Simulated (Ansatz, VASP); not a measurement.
## One calculation of GaN, two programs

Contents of POSCAR:

```
GaN
1.0
    3.1799996605      0.0000000000      0.0000000000
   -1.5899998303      2.7539604900      0.0000000000
    0.0000000000      0.0000000000      5.1660000000
Ga N
2 2
Direct
    0.3122963361      0.6561481681     -0.0157777479
    0.6456296694      0.3228148347      0.4842222521
    0.3333333333      0.6666666667      0.3750000000
    0.6666666667      0.3333333333      0.8750000000
```

The input INCAR.step1:

```
SYSTEM = GaN
PREC     = Accurate       ! precision mode
ENCUT    = 520            ! plane-wave cutoff, eV
ISMEAR   = 0              ! smearing method
SIGMA    = 0.05           ! smearing width, eV
LREAL    = .False.        ! projectors in reciprocal space
LASPH    = .True.         ! aspherical terms in the spheres
NELM     = 100            ! most SCF steps
NBANDS   = 26             ! bands
GGA      = PE             ! functional
ALGO     = Normal         ! electronic algorithm
EDIFF    = 1E-4           ! SCF threshold, eV
LWAVE    = .True.         ! write WAVECAR
LCHARG   = .False.        ! write CHGCAR
```

File INCAR.step2:

```
SYSTEM = GaN
PREC     = Accurate       ! precision mode
ENCUT    = 520            ! plane-wave cutoff, eV
EDIFF    = 1E-6           ! SCF threshold, eV
ISMEAR   = 0              ! smearing method
SIGMA    = 0.05           ! smearing width, eV
LREAL    = .False.        ! projectors in reciprocal space
LASPH    = .True.         ! aspherical terms in the spheres
NELM     = 100            ! most SCF steps
ALGO     = Normal         ! electronic algorithm
ISIF     = 2              ! what is computed and relaxed
LWAVE    = .False.        ! write WAVECAR
LCHARG   = .False.        ! write CHGCAR
METAGGA  = R2SCAN         ! meta-GGA
LMIXTAU  = .True.       
NBANDS   = 26             ! bands
ISTART   = 1
```

Contents of KPOINTS:

```
Automatic mesh
0
Gamma
  12 12 6
  0 0 0
```

Input for Ansatz:

```yaml
crystal:
  lattice:
    - [3.1799996605, 0.0, 0.0]
    - [-1.5899998303, 2.75396049, 0.0]
    - [0.0, 0.0, 5.166]
  atoms:
    - { symbol: Ga, position: [0.3122963361, 0.6561481681, -0.0157777479] }
    - { symbol: Ga, position: [0.6456296694, 0.3228148347, 0.4842222521] }
    - { symbol: "N", position: [0.3333333333, 0.6666666667, 0.375] }
    - { symbol: "N", position: [0.6666666667, 0.3333333333, 0.875] }
basis:
  ecutwfc: 500
kpoints:
  mp_grid: { grid: [12, 12, 6] }
hamiltonian:
  xc: r2scan
scf:
  occupations: { method: gaussian, width: 0.05 }
output:
  forces: true
  stress: true
  eigenvalues: true
```

Change from the starting cell: all Ga atoms moved +0.100 Å, as atom 1 towards its neighbour atom 2 (Ga) at 3.169 Å.

Alike in both runs: task single point; functional r2SCAN; k mesh 12 × 12 × 6; occupations gaussian, width 0.05 eV; no spin polarisation.

```csv
,VASP,Ansatz
version,VASP 6.6.1,Ansatz 0.2.0
potentials or method,"VASP PAW PBE potentials, release 64 (Ga_d, N), cutoff 520 eV","scalar-relativistic, plane waves, PAW"
valence electrons in the cell,36,36
```

|  | VASP | Ansatz | Ansatz less VASP |
| --- | --- | --- | --- |
| gap on the k mesh at the Fermi level (eV) | 2.29 | 2.29 | +0.003 |
| least direct gap on the mesh (eV) | 2.29 | 2.29 | +0.003 |
| pressure (GPa) | 3.0 | 2.0 | -1.05 |
| traceless stress, the component that is largest in VASP (GPa) | -4.63 | -4.31 | +0.313 |
| rms of the force components (eV/Å) | 0.698 | 0.685 | -0.0134 |

VASP's potentials were made for PBE, not for r2SCAN. Atom by atom the forces differ by 0.014 eV/Å (rms over components).
